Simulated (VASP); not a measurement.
# SbMo (P6_3/mmc) in VASP: further runs, part 2 of 2

VASP 6.6.1.

## (3) Relaxation of shape and atoms at fixed volume, PBE (22.03 Å³/atom)

This run uses another cell than the first one, of 22.03 Å³/atom.

The input, INCAR:

```
PREC = Accurate ; ENCUT = 600
EDIFF = 1E-6 ; ISMEAR = 0
SIGMA = 0.05 ; LREAL = False
LASPH = True ; NELM = 100
ALGO = Normal ; ISIF = 4
LWAVE = False ; LCHARG = False
GGA = PE ; IBRION = 2
NSW = 60 ; EDIFFG = -0.01
```

The input, KPOINTS:

```
Automatic mesh
0
Gamma
  10 10 6
```

The input, POSCAR:

```
SbMo
1.0
    4.3871592049      0.0000000000      0.0000000000
   -2.1935796024      3.7993913219      0.0000000000
    0.0000000000      0.0000000000      5.2875271867
Mo Sb
2 2
Direct
    0.0000000000      0.0000000000      0.0000000000
    0.0000000000      0.0000000000      0.5000000000
    0.3333333333      0.6666666667      0.2500000000
    0.6666666667      0.3333333333      0.7500000000
```

Potentials or basis: VASP PAW PBE potentials, release 64 (Mo_sv, Sb).

On the command line:

```sh
$ cat potpaw_PBE.64/Mo_sv/POTCAR potpaw_PBE.64/Sb/POTCAR > POTCAR
$ mpirun -np 1 vasp_std > vasp.out
```

OUTCAR:

```text
PREC = Accurate
   ENCUT = 600
   EDIFF = 1E-6
   ISMEAR = 0
   LREAL = False
   LASPH = True
   NELM = 100
   ISIF = 4
   GGA = PE
   IBRION = 2
   NSW = 60
   EDIFFG = -0.01

 ion  position               nearest neighbor table
   1  0.000  0.000  0.000-   2 2.64   2 2.64   4 2.86   3 2.86   3 2.86   4 2.86   4 2.86   3 2.86

   2  0.000  0.000  0.500-   1 2.64   1 2.64   4 2.86   3 2.86   3 2.86   4 2.86   4 2.86   3 2.86

   3  0.333  0.667  0.250-   1 2.86   2 2.86   1 2.86   2 2.86   1 2.86   2 2.86   4 3.66   4 3.66
                             4 3.66   4 3.66   4 3.66   4 3.66
   4  0.667  0.333  0.750-   1 2.86   2 2.86   1 2.86   2 2.86   1 2.86   2 2.86   3 3.66   3 3.66
                             3 3.66   3 3.66   3 3.66   3 3.66

  LATTYP: Found a hexagonal cell.
 ALAT       =     4.3871592049
 C/A-ratio  =     1.2052280165

  Lattice vectors:

 A1 = (   4.3871592049,   0.0000000000,   0.0000000000)
 A2 = (  -2.1935796024,   3.7993913219,   0.0000000000)
 A3 = (   0.0000000000,   0.0000000000,   5.2875271867)

Analysis of symmetry for initial positions (statically):
=====================================================================
 Subroutine PRICEL returns:
 Original cell was already a primitive cell.

 Routine SETGRP: Setting up the symmetry group for a
 hexagonal supercell.

 Subroutine GETGRP returns: Found 24 space group operations
 (whereof 12 operations were pure point group operations)
 out of a pool of 24 trial point group operations.

The static configuration has the point symmetry D_3d.
 The point group associated with its full space group is D_6h.

Analysis of symmetry for dynamics (positions and initial velocities):
=====================================================================
 Subroutine PRICEL returns:
 Original cell was already a primitive cell.

 Routine SETGRP: Setting up the symmetry group for a
 hexagonal supercell.

 Subroutine GETGRP returns: Found 24 space group operations
 (whereof 12 operations were pure point group operations)
 out of a pool of 24 trial point group operations.

The dynamic configuration has the point symmetry D_3d.
 The point group associated with its full space group is D_6h.

 Subroutine INISYM returns: Found 24 space group operations
 (whereof 12 operations are pure point group operations),
 and found     1 'primitive' translations

----------------------------------------------------------------------------------------

                                     Primitive cell

  volume of cell :      88.1353

  direct lattice vectors                    reciprocal lattice vectors
     4.387159205  0.000000000  0.000000000     0.227937933  0.131600027  0.000000000
    -2.193579602  3.799391322  0.000000000     0.000000000  0.263200054  0.000000000
     0.000000000  0.000000000  5.287527187     0.000000000  0.000000000  0.189124323

  length of vectors
     4.387159205  4.387159205  5.287527187     0.263200054  0.263200054  0.189124323

  position of ions in fractional coordinates (direct lattice)
     0.000000000  0.000000000  0.000000000
     0.000000000  0.000000000  0.500000000
     0.333333333  0.666666667  0.250000000
     0.666666667  0.333333333  0.750000000

  ion indices of the primitive-cell ions
   primitive index   ion index
                 1           1
                 2           2
                 3           3
[... 56 lines left out ...]
   number of dos      NEDOS =    301   number of ions     NIONS =      4
   total plane-waves  NPLWV =  54432
   dimension x,y,z NGX =    36 NGY =   36 NGZ =   42
   dimension x,y,z NGXF=    72 NGYF=   72 NGZF=   84
   ions per type =               2   2
   NGX,Y,Z   is equivalent  to a cutoff of  13.64, 13.64, 13.21 a.u.
   NGXF,Y,Z  is equivalent  to a cutoff of  27.28, 27.28, 26.41 a.u.
 SYSTEM =  unknown system
   PREC   = accura    normal or accurate (medium, high low for compatibility)
   ISTART =      0    job   : 0-new  1-cont  2-samecut
   ICHARG =      2    charge: 1-file 2-atom 10-const
   ISPIN  =      1    spin polarized calculation?
   LNONCOLLINEAR =      F non collinear calculations
   LSORBIT =      F    spin-orbit coupling
   LASPH  =      T    aspherical Exc in radial PAW
   ENCUT  =  600.0 eV  44.10 Ry    6.64 a.u.   8.76  8.76 10.56*2*pi/ulx,y,z
   NELM   =    100;   NELMIN=  2; NELMDL= -5     # of ELM steps
   EDIFF  = 0.1E-05   stopping-criterion for ELM
   LREAL  =      F    real-space projection
   EDIFFG = -.1E-01   stopping-criterion for IOM
   NSW    =     60    number of steps for IOM
   IBRION =      2    ionic relax: 0-MD 1-quasi-New 2-CG
   NFREE  =      1    steps in history (QN), initial steepest desc. (CG)
   ISIF   =      4    stress and relaxation
   ISYM   =      2    0-nonsym 1-usesym 2-fastsym
   POTIM  = 0.5000    time-step for ionic-motion
   TEBEG  =    0.0;   TEEND  =   0.0 temperature during run
   PSTRESS=    0.0 pullay stress
   NELECT =      38.0000    total number of electrons
   NUPDOWN=      -1.0000    fix difference up-down
   EMIN   =  10.00;   EMAX   =-10.00  energy-range for DOS
   EFERMI =   0.00;   METHOD = LEGACY
   ISMEAR =     0;   SIGMA  =   0.05  broadening in eV -4-tet -1-fermi 0-gaus
   EFERMI_NEDOS =   21; number of points for ismear=-14 and -15
   IALGO  =     38    algorithm
   IMIX   =      4    mixing-type and parameters
     AMIX     =   0.40;   BMIX     =  1.00
     AMIX_MAG =   1.60;   BMIX_MAG =  1.00
  volume/ion in A,a.u.               =      22.03       148.69
  Fermi-wavevector in a.u.,A,eV,Ry     =   1.236762  2.337141 20.811192  1.529579
  Thomas-Fermi vector in A             =   2.371357
   LORBIT       =      0    0 simple, 1 ext, 2 COOP (PROOUT), +10 PAW based schemes
   GGA     = PE    functional components
   LHFCALC =     F    Hartree Fock is set to
   AEXX    =    0.0000 exact exchange contribution
   IVDW    =     0    specifies the selected vdW correction
   LEPSILON=     F    determine dielectric tensor
   LRPA    =     F    only Hartree local field effects (RPA)
 conjugate gradient relaxation of ions
 non-spin polarized calculation
 Gauss-broadening in eV      SIGMA  =   0.05
  energy-cutoff  :      600.00
  volume of cell :       88.14
 maximum number of plane-waves:      2973
 NGX is ok and might be reduce to    36
   NGX = 17   NGY = 17   NGZ = 21

--------------------------------------- Ionic step        1  -------------------------------------------

 number of electron      38.0000001 magnetization

 Free energy of the ion-electron system (eV)
  ---------------------------------------------------
  ext. energy  EPLUGINS =         0.00000000
  ---------------------------------------------------
  free energy    TOTEN  =       -28.93059936 eV

  energy without entropy =      -28.92721319  energy(sigma->0) =      -28.92890628

------------------------ aborting loop because EDIFF is reached ----------------------------------------

  FORCE on cell =-STRESS in cart. coord.  units (eV):
  Direction    XX          YY          ZZ          XY          YZ          ZX
  --------------------------------------------------------------------------------------
  -------------------------------------------------------------------------------------
  Total       -1.3024998     -1.3024998     -1.5637420     -0.0000000      0.0000000      0.0000000
  in kB      -23.6776286    -23.6776286    -28.4266486     -0.0000000      0.0000000      0.0000000
  external PRESSURE =     -25.2606353 kB  Pullay stress =       0.0000000 kB
[... 101 lines left out ...]
--------------------------------------- Ionic step        4  -------------------------------------------

 number of electron      38.0000003 magnetization

 Free energy of the ion-electron system (eV)
  ---------------------------------------------------
  ext. energy  EPLUGINS =         0.00000000
  ---------------------------------------------------
  free energy    TOTEN  =       -28.93098846 eV

  energy without entropy =      -28.92756010  energy(sigma->0) =      -28.92927428

 E-fermi :   8.9918     XC(G=0): -11.1230

 val. band max:        8.9862962695   @ k =   0.5000   0.0000   0.5000
 cond. band min:       9.0245596083   @ k =   0.2000   0.0000   0.1667
 fundamental gap:      0.0382633388
 Fermi energy:         8.9918083809

 k-point     1 :       0.0000    0.0000    0.0000
  band No.  band energies     occupation
      1     -51.6850      2.00000
      2     -51.5185      2.00000
      3     -26.3835      2.00000
      4     -25.7910      2.00000
      5     -25.7910      2.00000
      6     -25.6348      2.00000
[... 613 lines left out ...]
     22      10.7938      0.00000
     23      11.0519      0.00000

 [... further k-points ...]

------------------------ aborting loop because EDIFF is reached ----------------------------------------

  FORCE on cell =-STRESS in cart. coord.  units (eV):
  Direction    XX          YY          ZZ          XY          YZ          ZX
  --------------------------------------------------------------------------------------
  -------------------------------------------------------------------------------------
  Total       -1.3495402     -1.3495402     -1.3274596     -0.0000000      0.0000000      0.0000000
  in kB      -24.5327579    -24.5327579    -24.1313642     -0.0000000      0.0000000      0.0000000
  external PRESSURE =     -24.3989600 kB  Pullay stress =       0.0000000 kB
[... 19 lines left out ...]
  FREE ENERGIE OF THE ION-ELECTRON SYSTEM (eV)
  ---------------------------------------------------
  free  energy   TOTEN  =       -28.9309884627 eV

  energy  without entropy=      -28.9275601030  energy(sigma->0) =      -28.92927428

 reached required accuracy - stopping structural energy minimisation
```

CONTCAR:

```text
SbMo
   1.00000000000000
     4.3940845888696778   -0.0000000000013610    0.0000000000000000
    -2.1970422943859389    3.8053888803489344   -0.0000000000000000
     0.0000000000000000    0.0000000000000000    5.2708732971847310
  Mo              Sb
     2     2
Direct
     0.0000000000000000    0.0000000000000000    0.0000000000000000
     0.0000000000000000    1.0000000000000000    0.5000000000000000
     0.3333333332999970    0.6666666667000030    0.2500000000000000
     0.6666666667000030    0.3333333332999970    0.7500000000000000

  0.00000000E+00  0.00000000E+00  0.00000000E+00
  0.00000000E+00  0.00000000E+00  0.00000000E+00
  0.00000000E+00  0.00000000E+00  0.00000000E+00
  0.00000000E+00  0.00000000E+00  0.00000000E+00
```

Wall time 1.8 min (1 thread of Intel Xeon 6975P-C (Granite Rapids), shared host); peak memory 0.3 GiB.

Results:

```
Free energy               : -28.9310 eV
Energy gained by relaxing : 0.1 meV/atom
Ionic steps               : 4
Pressure after relaxing   : -2.4 GPa
Band gap on the k mesh    : zero (bands 19 and 20 overlap by 1.41 eV)
```

The path:
| step | energy change (eV) | largest force (eV/Å) | pressure (GPa) | volume (Å³) |
| --- | --- | --- | --- | --- |
| 1 | 0.0000 | 0.0000 | -2.53 | 88.14 |
| 2 | -0.0004 | 0.0000 | -2.45 | 88.14 |
| 3 | -0.0003 | 0.0000 | -2.39 | 88.14 |
| 4 | -0.0004 | 0.0000 | -2.44 | 88.14 |

Final structure:
```yaml
crystal:
  lattice:
    - [4.39408, 0.00000, 0.00000]
    - [-2.19704, 3.80539, 0.00000]
    - [0.00000, 0.00000, 5.27087]
  atoms:
    - { symbol: Mo, position: [0.00000, 0.00000, 0.00000] }
    - { symbol: Mo, position: [0.00000, 0.00000, 0.50000] }
    - { symbol: Sb, position: [0.33333, 0.66667, 0.25000] }
    - { symbol: Sb, position: [0.66667, 0.33333, 0.75000] }
```

Levels at points of the mesh, in eV from the Fermi level:
| k point | band 15 | band 16 | band 17 | band 18 | band 19 | band 20 | band 21 | band 22 | band 23 |
| --- | --- | --- | --- | --- | --- | --- | --- | --- | --- |
| (0.00, 0.00, 0.00) | -1.96 | -1.96 | -0.25 | -0.25 | 0.62 | 0.62 | 2.33 | 2.33 | 2.76 |
| (0.50, 0.00, 0.00) | -2.12 | -1.93 | -1.50 | -1.04 | -0.64 | 0.47 | 0.98 | 1.82 | 2.13 |
| (0.00, 0.00, 0.50) | -1.69 | -1.69 | -0.63 | -0.63 | -0.63 | -0.63 | 0.60 | 0.60 | 4.23 |
| (0.50, 0.00, 0.50) | -1.46 | -1.46 | -0.22 | -0.22 | -0.01 | -0.01 | 0.06 | 0.06 | 2.38 |

Caveat: spin-orbit coupling is left out, which moves the levels of the heavy elements.

The gap in the log of VASP goes by the Fermi energy; the results here count the filled bands.